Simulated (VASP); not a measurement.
Write the native input for VASP 6.6.1 that does the following.

```
Task                   : single point
Functional             : r2SCAN
Potentials or basis    : VASP PAW PBE potentials, release 64 (Rh_pv)
Cutoff                 : 520 eV
k mesh                 : 14 × 14 × 14
Occupations            : fermi-dirac, width 0.05 eV
Spin                   : collinear spin, ferromagnetic start
Starting moments       : [1.0] μB
Dipole correction      : no
Further INCAR settings : ALGO = Normal; EDIFF = 1e-07; NBANDS = 18
```

Rh:

```xyz
1
Lattice="2.5455 0.0000 0.0000 0.0000 2.5455 0.0000 0.0000 0.0000 2.5455" Properties=species:S:1:pos:R:3 pbc="T T T"
Rh    0.0000    0.0000    0.0000
```

This isn't the form of Rh at room conditions, which is fcc.

These files were run (other wordings do the same):

POSCAR

```
Rh
1.0
    2.5455464226      0.0000000000      0.0000000000
    0.0000000000      2.5455464226      0.0000000000
    0.0000000000      0.0000000000      2.5455464226
Rh
1
Direct
    0.0000000000      0.0000000000      0.0000000000
```

INCAR.step1

```
SYSTEM = Rh
PREC     = Accurate       ! precision mode
ENCUT    = 520            ! plane-wave cutoff, eV
ISMEAR   = -1             ! smearing method
SIGMA    = 0.05           ! smearing width, eV
LREAL    = .FALSE.        ! projectors in reciprocal space
LASPH    = .TRUE.         ! aspherical terms in the spheres
NELM     = 150            ! most SCF steps
ISPIN    = 2              ! spin polarisation
MAGMOM   = 1              ! initial moments
LMAXMIX  = 4              ! l up to which the mixer works
NBANDS   = 18             ! bands
GGA      = PE             ! functional
ALGO     = Normal         ! electronic algorithm
EDIFF    = 1E-4           ! SCF threshold, eV
LWAVE    = .TRUE.         ! write WAVECAR
LCHARG   = .FALSE.        ! write CHGCAR
```

INCAR.step2

```
SYSTEM = Rh
PREC     = Accurate       ! precision mode
ENCUT    = 520            ! plane-wave cutoff, eV
EDIFF    = 1E-7           ! SCF threshold, eV
ISMEAR   = -1             ! smearing method
SIGMA    = 0.05           ! smearing width, eV
LREAL    = .FALSE.        ! projectors in reciprocal space
LASPH    = .TRUE.         ! aspherical terms in the spheres
NELM     = 150            ! most SCF steps
ALGO     = Normal         ! electronic algorithm
ISIF     = 2              ! what is computed and relaxed
LWAVE    = .FALSE.        ! write WAVECAR
LCHARG   = .FALSE.        ! write CHGCAR
ISPIN    = 2              ! spin polarisation
MAGMOM   = 1              ! initial moments
LORBIT   = 11             ! projections on sites
LMAXMIX  = 4              ! l up to which the mixer works
METAGGA  = R2SCAN         ! meta-GGA
LMIXTAU  = .TRUE.       
NBANDS   = 18             ! bands
ISTART   = 1
```

KPOINTS

```
Automatic mesh
0
G
  14 14 14
  0 0 0
```

Potentials or basis: VASP PAW PBE potentials, release 64 (Rh_pv).

Launch:

```console
$ cat potpaw_PBE.64/Rh_pv/POTCAR > POTCAR
$ cp INCAR.step1 INCAR
$ mpirun -np 1 vasp_std > vasp.out
$ cp INCAR.step2 INCAR
$ mpirun -np 1 vasp_std > vasp.out
```

Results of the run:

* Pressure: -6.5 GPa
* Net moment: 0.00 μB per cell
* Valence electrons inside the program's atomic spheres: Rh 13.80

Caveat: the cell stands under tension; the PAW data sets were made with another functional, which shifts forces and pressure a little.

Run time: 110 s on 1 thread of AMD EPYC 9R45 96-Core Processor (Zen 5), on a shared host, peak memory 0.14 GiB.
